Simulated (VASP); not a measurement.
Wanted: the native input for a VASP 6.6.1 run.

- Task: single point
- Functional: r2SCAN
- Potentials or basis: VASP PAW PBE potentials, release 64 (Pd)
- Cutoff: 520 eV
- k mesh: 11 × 11 × 11
- Occupations: fermi-dirac, width 0.05 eV
- Spin: collinear spin, antiferromagnetic start
- Starting moments: [0.5, -0.5] μB
- Dipole correction: no
- Further INCAR settings: ALGO = Normal; EDIFF = 1e-06; NBANDS = 21

Crystal: Pd.

```
Pd
1.0
     3.10903    0.00000    0.00000
     0.00000    3.10903    0.00000
     0.00000    0.00000    3.10903
Pd
2
Direct
  0.00000 0.00000 0.00000
  0.50000 0.50000 0.50000
```

The input as run:

POSCAR

```
Pd
1.0
    3.1090344116      0.0000000000      0.0000000000
    0.0000000000      3.1090344116      0.0000000000
    0.0000000000      0.0000000000      3.1090344116
Pd
2
Direct
    0.0000000000      0.0000000000      0.0000000000
    0.5000000000      0.5000000000      0.5000000000
```

INCAR.step1

```
SYSTEM = Pd
ALGO = Normal
EDIFF = 1E-4
ENCUT = 520
GGA = PE
ISMEAR = -1
ISPIN = 2
LASPH = .TRUE.
LCHARG = .FALSE.
LMAXMIX = 4
LREAL = .FALSE.
LWAVE = .TRUE.
MAGMOM = 0.5 -0.5
NBANDS = 21
NELM = 150
PREC = Accurate
SIGMA = 0.05
```

INCAR.step2

```
SYSTEM = Pd
ALGO = Normal
EDIFF = 1E-6
ENCUT = 520
ISIF = 2
ISMEAR = -1
ISPIN = 2
ISTART = 1
LASPH = .TRUE.
LCHARG = .FALSE.
LMAXMIX = 4
LMIXTAU = .TRUE.
LORBIT = 11
LREAL = .FALSE.
LWAVE = .FALSE.
MAGMOM = 0.5 -0.5
METAGGA = R2SCAN
NBANDS = 21
NELM = 150
PREC = Accurate
SIGMA = 0.05
```

KPOINTS

```
k-points
0
G
  11 11 11
  0 0 0
```

Potentials or basis: VASP PAW PBE potentials, release 64 (Pd).

Run with:

```console
$ cat potpaw_PBE.64/Pd/POTCAR > POTCAR
$ cp INCAR.step1 INCAR
$ mpirun -np 1 vasp_std > vasp.out
$ cp INCAR.step2 INCAR
$ mpirun -np 1 vasp_std > vasp.out
```

Results of the run:

```
Pressure                                              : 0.7 GPa
Band gap on the k mesh                                : zero (filled and empty bands overlap)
Net moment                                            : 0.00 μB per cell
Valence electrons inside the program's atomic spheres : Pd 9.45
```

Caveat: the PAW data sets were made with another functional, which shifts forces and pressure a little.

Run time: 54 s on 1 thread of Intel(R) Xeon(R) 6975P-C (Granite Rapids) (shared host), peak memory 0.19 GiB.
